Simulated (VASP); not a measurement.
Wanted: the native input for a VASP 6.6.1 run.

```
Task                   : single point
Functional             : PBE
Potentials or basis    : VASP PAW PBE potentials, release 64 (Si, F)
Cutoff                 : 520 eV
k mesh                 : 12 × 12 × 10
Occupations            : gaussian, width 0.1 eV
Spin                   : no spin polarisation
Dipole correction      : no
Further INCAR settings : ALGO = Normal; EDIFF = 1e-06; NBANDS = 22
```

The structure of Si2F3 lies in POSCAR:

```
Si2F3
1.0
    4.4382288294      0.0000000000      0.0000000000
   -2.2191144147      3.8436189141      0.0000000000
    0.0000000000      0.0000000000      3.6015426807
Si F
2 3
Direct
    0.3333333333      0.6666666667      0.5000000000
    0.6666666667      0.3333333333      0.5000000000
    0.3333333333      0.6666666667      0.0000000000
    0.6666666667      0.3333333333      0.0000000000
    0.0000000000      0.0000000000      0.0000000000
```

The input as run:

INCAR

```
ALGO = Normal
EDIFF = 1E-6
ENCUT = 520
GGA = PE
ISIF = 2
ISMEAR = 0
LASPH = True
LCHARG = True
LELF = True
LREAL = False
LVHAR = True
LWAVE = False
NBANDS = 22
NELM = 100
PREC = Accurate
SIGMA = 0.1
```

KPOINTS

```
k-points
0
Gamma
  12 12 10
```

Potentials or basis: VASP PAW PBE potentials, release 64 (Si, F).

The run is started by

```sh
$ cat potpaw_PBE.64/Si/POTCAR potpaw_PBE.64/F/POTCAR > POTCAR
$ mpirun -np 1 vasp_std > vasp.out
```

Results of the run:

The pressure is -0.1 GPa.

Caveat: an odd number of electrons without spin polarisation forces a metal; a magnetic or distorted state may lie lower.

Wall time 53 s on 1 thread of Intel(R) Xeon(R) 6975P-C (Granite Rapids), with other jobs on the host, peak memory 0.25 GiB.
